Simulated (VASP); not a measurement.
Here is a VASP 6.6.1 calculation.

The input INCAR:

```
SYSTEM = PbSe
ALGO     = Normal         ! electronic algorithm
EDIFF    = 1E-6           ! SCF threshold, eV
ENCUT    = 500            ! plane-wave cutoff, eV
GGA      = PE             ! functional
GGA_COMPAT= .FALSE.      
ISIF     = 2              ! what is computed and relaxed
ISMEAR   = -1             ! smearing method
LASPH    = .TRUE.         ! aspherical terms in the spheres
LCHARG   = .FALSE.        ! write CHGCAR
LREAL    = .FALSE.        ! projectors in reciprocal space
LWAVE    = .FALSE.        ! write WAVECAR
NBANDS   = 17             ! bands
NELM     = 120            ! most SCF steps
PREC     = Accurate       ! precision mode
SIGMA    = 0.04           ! smearing width, eV
```

File KPOINTS:

```
k-points
0
G
  5 5 5
  0 0 0
```

The input POSCAR:

```
PbSe
1.0
    0.0000000000      3.0606500000      3.0606500000
    3.0606500000      0.0000000000      3.0606500000
    3.0606500000      3.0606500000      0.0000000000
Pb Se
1 1
Direct
    0.0000000000      0.0000000000      0.0000000000
    0.5000000000      0.5000000000      0.5000000000
```

Potentials or basis: VASP PAW PBE potentials, release 64 (Pb_d, Se).

Command:

```console
$ cat potpaw_PBE.64/Pb_d/POTCAR potpaw_PBE.64/Se/POTCAR > POTCAR
$ mpirun -np 1 vasp_std > vasp.out
```

(1) What does it give for the pressure?

Answers

(1) 2.2 GPa.
